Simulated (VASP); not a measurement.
# NiO (Fm-3m) in VASP: a series of runs

Runs on NiO. Level: PBE+U. Tasks: single point.

Program: VASP 6.6.1. These are calculated values, not measurements. Logs are shortened: lines on timing, memory, paths and dates and some standing lists are left out, and cuts for length are marked.

**1. The cell of the first run**

It takes space group Fm-3m (No. 225, cubic). Conventional cell: a = 4.188 Å, b = 4.188 Å, c = 4.188 Å, α = 90.00°, β = 90.00°, γ = 90.00°. Ni (site symmetry m-3m) has 6 O at 2.09 Å within 2.8 Å. Within 2.8 Å of O (site symmetry m-3m) lie 6 Ni at 2.09 Å.

**2. Single point, PBE+U, collinear spin, ferromagnetic start**

Input file INCAR:

```
SYSTEM = NiO
ALGO = Normal
EDIFF = 1E-6
ENCUT = 600
GGA = PE
GGA_COMPAT = .FALSE.
ISIF = 2
ISMEAR = -1
ISPIN = 2
LASPH = .TRUE.
LCHARG = .TRUE.
LDAU = .TRUE.
LDAUJ = 0 0
LDAUL = 2 -1
LDAUPRINT = 1
LDAUTYPE = 2
LDAUU = 3.94 0
LELF = .TRUE.
LMAXMIX = 4
LORBIT = 11
LREAL = .FALSE.
LVHAR = .TRUE.
LWAVE = .FALSE.
MAGMOM = 2 2 0 0
NBANDS = 28
NELM = 200
PREC = Accurate
SIGMA = 0.1
```

Input file KPOINTS:

```
k-points
0
G
  7 7 5
  0 0 0
```

Input file POSCAR:

```
NiO
1.0
    2.0938732700      2.0938732700      0.0000000000
   -2.0938732700      2.0938732700      0.0000000000
    0.0000000000      0.0000000000      4.1877465500
Ni O
2 2
Direct
    0.0000000000      0.0000000000      0.0000000000
    0.5000000000      0.5000000000      0.5000000000
    0.0000000000      0.0000000000      0.5000000000
    0.5000000000      0.5000000000      0.0000000000
```

Potentials or basis: VASP PAW PBE potentials, release 64 (Ni, O).

On the command line:

```bash
> cat potpaw_PBE.64/Ni/POTCAR potpaw_PBE.64/O/POTCAR > POTCAR
> mpirun -np 1 vasp_std > vasp.out
```

OUTCAR:

```text
SYSTEM = NiO
   EDIFF = 1E-6
   ENCUT = 600
   GGA = PE
   ISIF = 2
   ISMEAR = -1
   ISPIN = 2
   LASPH = .TRUE.
   LORBIT = 11
   LREAL = .FALSE.
   NELM = 200
   PREC = Accurate

 ion  position               nearest neighbor table
   1  0.000  0.000  0.000-   4 2.09   4 2.09   4 2.09   4 2.09   3 2.09   3 2.09   2 2.96   2 2.96
                             2 2.96   2 2.96   2 2.96   2 2.96   2 2.96   2 2.96
   2  0.500  0.500  0.500-   3 2.09   3 2.09   3 2.09   3 2.09   4 2.09   4 2.09   1 2.96   1 2.96
                             1 2.96   1 2.96   1 2.96   1 2.96   1 2.96   1 2.96
   3  0.000  0.000  0.500-   2 2.09   2 2.09   2 2.09   2 2.09   1 2.09   1 2.09
   4  0.500  0.500  0.000-   1 2.09   1 2.09   1 2.09   1 2.09   2 2.09   2 2.09

  LATTYP: Found a simple tetragonal cell.
 ALAT       =     2.9611839763
 C/A-ratio  =     1.4142135658

  Lattice vectors:

 A1 = (   2.0938732700,   2.0938732700,   0.0000000000)
 A2 = (  -2.0938732700,   2.0938732700,   0.0000000000)
 A3 = (   0.0000000000,   0.0000000000,   4.1877465500)

Analysis of symmetry for initial positions (statically):
=====================================================================
 Subroutine PRICEL returns following result:

  LATTYP: Found a face centered cubic cell.
 ALAT       =     4.1877465450
[... 12 lines left out ...]
 Subroutine GETGRP returns: Found 16 space group operations
 (whereof 16 operations were pure point group operations)
 out of a pool of 16 trial point group operations.

The static configuration has the point symmetry D_4h.

Analysis of symmetry for dynamics (positions and initial velocities):
=====================================================================
 Subroutine PRICEL returns following result:

  LATTYP: Found a face centered cubic cell.
 ALAT       =     4.1877465450
[... 12 lines left out ...]
 Subroutine GETGRP returns: Found 16 space group operations
 (whereof 16 operations were pure point group operations)
 out of a pool of 16 trial point group operations.

The dynamic configuration has the point symmetry D_4h.

Analysis of structural, dynamic, and magnetic symmetry:
=====================================================================
 Subroutine PRICEL returns following result:

  LATTYP: Found a face centered cubic cell.
 ALAT       =     4.1877465450
[... 12 lines left out ...]
 Subroutine GETGRP returns: Found 16 space group operations
 (whereof 16 operations were pure point group operations)
 out of a pool of 16 trial point group operations.

The overall configuration has the point symmetry D_4h.

 Subroutine INISYM returns: Found 16 space group operations
 (whereof 16 operations are pure point group operations),
 and found     2 'primitive' translations

----------------------------------------------------------------------------------------

                                     Primitive cell

  volume of cell :      18.3604

  direct lattice vectors                    reciprocal lattice vectors
     0.000000000 -2.093873270 -2.093873275    -0.238791911 -0.238791911 -0.238791911
     2.093873270  0.000000000 -2.093873275     0.238791911  0.238791911 -0.238791911
     2.093873270 -2.093873270  0.000000000     0.238791911 -0.238791911  0.238791911

  length of vectors
     2.961183980  2.961183980  2.961183976     0.413599722  0.413599722  0.413599722

  position of ions in fractional coordinates (direct lattice)
     0.000000000  0.000000000  0.000000000
     0.500000000  0.500000000  0.500000000

[... 131 lines left out ...]

  0.9740 -0.0000  0.0000  0.0000  0.0000
 -0.0000  0.9740  0.0000  0.0000 -0.0000
  0.0000  0.0000  0.1666  0.0000 -0.0000
  0.0000  0.0000  0.0000  0.9740 -0.0000
  0.0000 -0.0000 -0.0000 -0.0000  0.1669

 occupancies and eigenvectors

  o =  0.1666  v =  0.0000  0.0000  0.0000  0.0000  0.0000  0.0000  0.0000  1.0000 -0.0000 -0.0000      0.0000  0.0000  0.0000  0.0000  0.0000  0.0000  0.0000  0.0000  0.0000  0.0000
  o =  0.1669  v =  0.0000  0.0000  0.0000  0.0000  0.0000  0.0000  0.0000  0.0000  0.0000  1.0000      0.0000  0.0000  0.0000  0.0000  0.0000  0.0000  0.0000  0.0000  0.0000  0.0000
  o =  0.9740  v =  0.0000  0.0000  0.0000  0.0000  0.0000  0.0000 -0.7202 -0.0000  0.6938 -0.0000      0.0000  0.0000  0.0000  0.0000  0.0000  0.0000  0.0000  0.0000  0.0000  0.0000
  o =  0.9740  v =  0.0000  0.0000  0.0000  0.0000  0.0000  0.0000  0.6938  0.0000  0.7202 -0.0000      0.0000  0.0000  0.0000  0.0000  0.0000  0.0000  0.0000  0.0000  0.0000  0.0000
  o =  0.9740  v =  0.0000  0.0000  0.0000  0.0000  0.0000  1.0000  0.0000  0.0000  0.0000  0.0000      0.0000  0.0000  0.0000  0.0000  0.0000  0.0000  0.0000  0.0000  0.0000  0.0000
  o =  0.9766  v =  1.0000  0.0000  0.0000  0.0000  0.0000  0.0000  0.0000  0.0000  0.0000  0.0000      0.0000  0.0000  0.0000  0.0000  0.0000  0.0000  0.0000  0.0000  0.0000  0.0000
  o =  0.9766  v =  0.0000  0.4694  0.0000  0.8830 -0.0000  0.0000  0.0000  0.0000  0.0000  0.0000      0.0000  0.0000  0.0000  0.0000  0.0000  0.0000  0.0000  0.0000  0.0000  0.0000
  o =  0.9766  v =  0.0000  0.8830 -0.0000 -0.4694  0.0000  0.0000  0.0000  0.0000  0.0000  0.0000      0.0000  0.0000  0.0000  0.0000  0.0000  0.0000  0.0000  0.0000  0.0000  0.0000
  o =  1.0250  v =  0.0000 -0.0000 -1.0000  0.0000  0.0000  0.0000  0.0000  0.0000  0.0000  0.0000      0.0000  0.0000  0.0000  0.0000  0.0000  0.0000  0.0000  0.0000  0.0000  0.0000
  o =  1.0250  v =  0.0000  0.0000  0.0000  0.0000  1.0000  0.0000  0.0000  0.0000  0.0000  0.0000      0.0000  0.0000  0.0000  0.0000  0.0000  0.0000  0.0000  0.0000  0.0000  0.0000

atom =   2  type =  1  l = 2

 onsite density matrix

spin component  1

  0.9766  0.0000  0.0000 -0.0000 -0.0000
  0.0000  0.9766  0.0000  0.0000  0.0000
  0.0000  0.0000  1.0250 -0.0000  0.0000
 -0.0000  0.0000 -0.0000  0.9766 -0.0000
 -0.0000  0.0000  0.0000 -0.0000  1.0250

spin component  2

  0.9740  0.0000  0.0000 -0.0000 -0.0000
  0.0000  0.9740 -0.0000  0.0000 -0.0000
  0.0000 -0.0000  0.1666  0.0000  0.0000
 -0.0000  0.0000  0.0000  0.9740 -0.0000
 -0.0000 -0.0000  0.0000 -0.0000  0.1669

 occupancies and eigenvectors

  o =  0.1666  v =  0.0000  0.0000  0.0000  0.0000  0.0000  0.0000  0.0000 -1.0000 -0.0000  0.0000      0.0000  0.0000  0.0000  0.0000  0.0000  0.0000  0.0000  0.0000  0.0000  0.0000
  o =  0.1669  v =  0.0000  0.0000  0.0000  0.0000  0.0000  0.0000 -0.0000  0.0000  0.0000  1.0000      0.0000  0.0000  0.0000  0.0000  0.0000  0.0000  0.0000  0.0000  0.0000  0.0000
  o =  0.9740  v =  0.0000  0.0000  0.0000  0.0000  0.0000  0.0000  0.9674 -0.0000  0.2531  0.0000      0.0000  0.0000  0.0000  0.0000  0.0000  0.0000  0.0000  0.0000  0.0000  0.0000
  o =  0.9740  v =  0.0000  0.0000  0.0000  0.0000  0.0000  0.0000 -0.2531  0.0000  0.9674 -0.0000      0.0000  0.0000  0.0000  0.0000  0.0000  0.0000  0.0000  0.0000  0.0000  0.0000
  o =  0.9740  v =  0.0000  0.0000  0.0000  0.0000  0.0000  1.0000  0.0000  0.0000  0.0000  0.0000      0.0000  0.0000  0.0000  0.0000  0.0000  0.0000  0.0000  0.0000  0.0000  0.0000
  o =  0.9766  v =  1.0000  0.0000  0.0000  0.0000  0.0000  0.0000  0.0000  0.0000  0.0000  0.0000      0.0000  0.0000  0.0000  0.0000  0.0000  0.0000  0.0000  0.0000  0.0000  0.0000
  o =  0.9766  v =  0.0000  0.9826 -0.0000  0.1855 -0.0000  0.0000  0.0000  0.0000  0.0000  0.0000      0.0000  0.0000  0.0000  0.0000  0.0000  0.0000  0.0000  0.0000  0.0000  0.0000
  o =  0.9766  v =  0.0000 -0.1855 -0.0000  0.9826  0.0000  0.0000  0.0000  0.0000  0.0000  0.0000      0.0000  0.0000  0.0000  0.0000  0.0000  0.0000  0.0000  0.0000  0.0000  0.0000
  o =  1.0250  v =  0.0000 -0.0000 -1.0000 -0.0000 -0.0000  0.0000  0.0000  0.0000  0.0000  0.0000      0.0000  0.0000  0.0000  0.0000  0.0000  0.0000  0.0000  0.0000  0.0000  0.0000
  o =  1.0250  v =  0.0000 -0.0000  0.0000 -0.0000 -1.0000  0.0000  0.0000  0.0000  0.0000  0.0000      0.0000  0.0000  0.0000  0.0000  0.0000  0.0000  0.0000  0.0000  0.0000  0.0000

 number of electron      31.9999982 magnetization       3.9996627

 Free energy of the ion-electron system (eV)
  ---------------------------------------------------
  ext. energy  EPLUGINS =         0.00000000
  ---------------------------------------------------
  free energy    TOTEN  =       -21.05002657 eV

  energy without entropy =      -21.04991955  energy(sigma->0) =      -21.04997306

 E-fermi :   7.7886     XC(G=0): -12.6075

 val. band max:        7.0021285814   @ k =   0.4286   0.0000   0.4000
 cond. band min:       8.4229891640   @ k =   0.0000   0.0000   0.0000
 fundamental gap:      1.4208605826
 Fermi energy:         7.7885542467

 spin component 1

 k-point     1 :       0.0000    0.0000    0.0000
  band No.  band energies     occupation
      1     -12.2126      1.00000
      2     -10.9310      1.00000
      3       1.1533      1.00000
      4       2.0144      1.00000
      5       2.0150      1.00000
      6       2.2279      1.00000
[... 1481 lines left out ...]
     27      28.4283      0.00000
     28      29.4332      0.00000

 [... further k-points ...]
[... 5 lines left out ...]
  --------------------------------------------------------------------------------------
  -------------------------------------------------------------------------------------
  Total        0.7062108      0.7062108      0.7031317     -0.0000000     -0.0000000     -0.0000000
  in kB       30.8129833     30.8129833     30.6786408     -0.0000000     -0.0000000     -0.0000000
  external PRESSURE =      30.7682024 kB  Pullay stress =       0.0000000 kB

 VOLUME and BASIS-vectors are now :
 -----------------------------------------------------------------------------
  energy-cutoff  :      600.00
  volume of cell :       36.72
      direct lattice vectors                 reciprocal lattice vectors
     2.093873270  2.093873270  0.000000000     0.238791911  0.238791911  0.000000000
    -2.093873270  2.093873270  0.000000000    -0.238791911  0.238791911  0.000000000
     0.000000000  0.000000000  4.187746550     0.000000000  0.000000000  0.238791911

 POSITION                                       TOTAL-FORCE (eV/Angst)
 -----------------------------------------------------------------------------------
      0.00000      0.00000      0.00000         0.000000     -0.000000      0.000000
      0.00000      2.09387      2.09387         0.000000     -0.000000      0.000000
      0.00000      0.00000      2.09387        -0.000000     -0.000000      0.000000
      0.00000      2.09387      0.00000        -0.000000      0.000000     -0.000000
 -----------------------------------------------------------------------------------
    total drift:                                0.000000     -0.000000     -0.000000

  FREE ENERGIE OF THE ION-ELECTRON SYSTEM (eV)
  ---------------------------------------------------
  free  energy   TOTEN  =       -21.0500265735 eV

  energy  without entropy=      -21.0499195451  energy(sigma->0) =      -21.04997306

 total charge

# of ion       s       p       d       tot
------------------------------------------
    1        0.339   0.414   8.209   8.963
    2        0.339   0.414   8.209   8.963
    3        1.546   3.469   0.000   5.015
    4        1.546   3.469   0.000   5.015
--------------------------------------------------
tot          3.770   7.768  16.419  27.956

 magnetization (x)

# of ion       s       p       d       tot
------------------------------------------
    1        0.011   0.014   1.723   1.749
    2        0.011   0.014   1.723   1.749
    3        0.022   0.205   0.000   0.227
    4        0.022   0.205   0.000   0.227
--------------------------------------------------
tot          0.068   0.437   3.447   3.951
```

Wall time 1.7 min (1 thread of Intel Xeon 8259CL, shared host); peak memory 0.2 GiB.

What came out:

- Free energy: -21.0500 eV
- Pressure: 3.1 GPa
- Band gap on the k mesh: 1.42 eV
- Net moment: 4.00 μB per cell
- Site moments: Ni +1.75; O +0.23 μB
- Valence electrons inside the program's atomic spheres: Ni 8.96; O 5.01

Eigenvalues of the final occupation matrices:
```tsv
site	spin	trace	eigenvalues
site 1 d	1	4.98	0.98 0.98 0.98 1.02 1.02
site 1 d	2	3.26	0.17 0.17 0.97 0.97 0.97
site 2 d	1	4.98	0.98 0.98 0.98 1.02 1.02
site 2 d	2	3.26	0.17 0.17 0.97 0.97 0.97
```

Caveat: the cell stands under pressure; an odd mesh through Γ misses points on the zone boundary, where band edges can lie.

**3. Single point, PBE+U, collinear spin, antiferromagnetic start**

POSCAR is that of step 2.

Input file INCAR.step1:

```
SYSTEM = NiO
ALGO     = Normal         ! electronic algorithm
EDIFF    = 1E-6           ! SCF threshold, eV
ENCUT    = 520            ! plane-wave cutoff, eV
GGA      = PE             ! functional
GGA_COMPAT= .False.      
ISIF     = 2              ! what is computed and relaxed
ISMEAR   = -1             ! smearing method
ISPIN    = 2              ! spin polarisation
LASPH    = .True.         ! aspherical terms in the spheres
LCHARG   = .True.         ! write CHGCAR
LDAU     = .True.         ! DFT+U
LDAUJ    = 0 0          
LDAUL    = 2 -1           ! shell
LDAUPRINT= 1            
LDAUTYPE = 2            
LDAUU    = 3.94 0         ! U, eV
LMAXMIX  = 4              ! l up to which the mixer works
LORBIT   = 11             ! projections on sites
LREAL    = .False.        ! projectors in reciprocal space
LWAVE    = .False.        ! write WAVECAR
MAGMOM   = 2 -2 0 0       ! initial moments
NBANDS   = 28             ! bands
NEDOS    = 2001           ! points of the DOS
NELM     = 200            ! most SCF steps
PREC     = Accurate       ! precision mode
SIGMA    = 0.1            ! smearing width, eV
```

Input file KPOINTS.step1:

```
k-points
0
Gamma
  7 7 5
  0 0 0
```

Input file INCAR.step2:

```
SYSTEM = NiO
ALGO     = Normal         ! electronic algorithm
EDIFF    = 1E-6           ! SCF threshold, eV
ENCUT    = 520            ! plane-wave cutoff, eV
GGA      = PE             ! functional
GGA_COMPAT= .False.      
ICHARG   = 11             ! starting density
ISIF     = 2              ! what is computed and relaxed
ISMEAR   = -5             ! smearing method
ISPIN    = 2              ! spin polarisation
LASPH    = .True.         ! aspherical terms in the spheres
LCHARG   = .False.        ! write CHGCAR
LDAU     = .True.         ! DFT+U
LDAUJ    = 0 0          
LDAUL    = 2 -1           ! shell
LDAUPRINT= 1            
LDAUTYPE = 2            
LDAUU    = 3.94 0         ! U, eV
LMAXMIX  = 4              ! l up to which the mixer works
LORBIT   = 10             ! projections on sites
LREAL    = .False.        ! projectors in reciprocal space
LWAVE    = .False.        ! write WAVECAR
MAGMOM   = 2 -2 0 0       ! initial moments
NEDOS    = 1001           ! points of the DOS
NELM     = 200            ! most SCF steps
PREC     = Accurate       ! precision mode
SIGMA    = 0.1            ! smearing width, eV
```

Input file KPOINTS.step2:

```
k-points
0
Gamma
  11 11 8
  0 0 0
```

Potentials or basis: VASP PAW PBE potentials, release 64 (Ni, O).

On the command line:

```bash
> cat potpaw_PBE.64/Ni/POTCAR potpaw_PBE.64/O/POTCAR > POTCAR
> cp INCAR.step1 INCAR
> cp KPOINTS.step1 KPOINTS
> mpirun -np 1 vasp_std > vasp.out
> cp INCAR.step2 INCAR
> cp KPOINTS.step2 KPOINTS
> mpirun -np 1 vasp_std > vasp.out
```

Run time: 3 min. Hardware: 1 thread of Intel Xeon 8259CL, shared host; peak memory 0.24 GiB.

The run converged. Its results:

| Item | Value |
| --- | --- |
| Net moment | 0.00 μB per cell |
| Site moments | Ni +1.76, -1.76; O -0.08, +0.08 μB |
| Valence electrons inside the program's atomic spheres | Ni 8.96; O 5.02 |

Levels at points of the mesh, in eV from the valence-band top:
Spin up:
```tsv
k point	band 14	band 15	band 16	band 17	band 18	band 19
(0.00, 0.00, 0.00)	-1.75	-1.74	-1.74	1.47	1.73	2.37
(0.00, 0.00, 0.50)	-1.76	-1.60	-1.60	1.46	2.12	6.06
```
Spin down:
| k point | band 13 | band 14 | band 15 | band 16 | band 17 | band 18 | band 19 | band 20 |
| --- | --- | --- | --- | --- | --- | --- | --- | --- |
| (0.00, 0.00, 0.00) | -2.65 | -1.75 | -1.74 | -1.74 | 1.47 | 1.73 | 2.37 | 6.88 |
| (0.00, 0.00, 0.50) | -1.76 | -1.76 | -1.60 | -1.60 | 1.46 | 2.12 | 6.06 | 6.71 |

Eigenvalues of the final occupation matrices:
```tsv
site	spin	trace	eigenvalues
site 1 d	1	4.98	0.98 0.98 0.98 1.03 1.03
site 1 d	2	3.25	0.16 0.16 0.97 0.97 0.97
site 2 d	1	3.25	0.16 0.16 0.97 0.97 0.97
site 2 d	2	4.98	0.98 0.98 0.98 1.03 1.03
```

The state reached can hang on the start; a lower one may exist.
